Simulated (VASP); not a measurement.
Input of a VASP 6.6.1 run:

File INCAR:

```
PREC = Accurate
ENCUT = 520
EDIFF = 1E-6
ISMEAR = 0
SIGMA = 0.05
LREAL = F
LASPH = T
NELM = 80
ALGO = Normal
ISIF = 2
LWAVE = F
LCHARG = T
GGA = PE
LELF = T
LVHAR = T
NBANDS = 11
```

Contents of KPOINTS:

```
Automatic mesh
0
Gamma
  12 12 12
```

POSCAR

```
SiC
1.0
    0.0000000000      2.1740000000      2.1087800000
    2.1740000000      0.0000000000      2.1087800000
    2.1740000000      2.1740000000      0.0000000000
Si C
1 1
Direct
    0.0000000000      0.0000000000      0.0000000000
    0.7500000000      0.7500000000      0.7500000000
```

Potentials or basis: VASP PAW PBE potentials, release 64 (Si, C).

The run is started by

```sh
$ cat potpaw_PBE.64/Si/POTCAR potpaw_PBE.64/C/POTCAR > POTCAR
$ mpirun -np 1 vasp_std > vasp.out
```

Predict the pressure.

12.2 GPa.

Predict the band gap on the k mesh.

1.00 eV, indirect (least direct gap 4.54 eV).

Stress tensor (GPa, compression positive):
```
 9.71  0.00  0.00
 0.00  9.71  0.00
 0.00  0.00 17.04
```

Caveat: the cell differs from its parent crystal (strain +0.000 along x and y, -0.030 along z). A k mesh can miss the band edges.
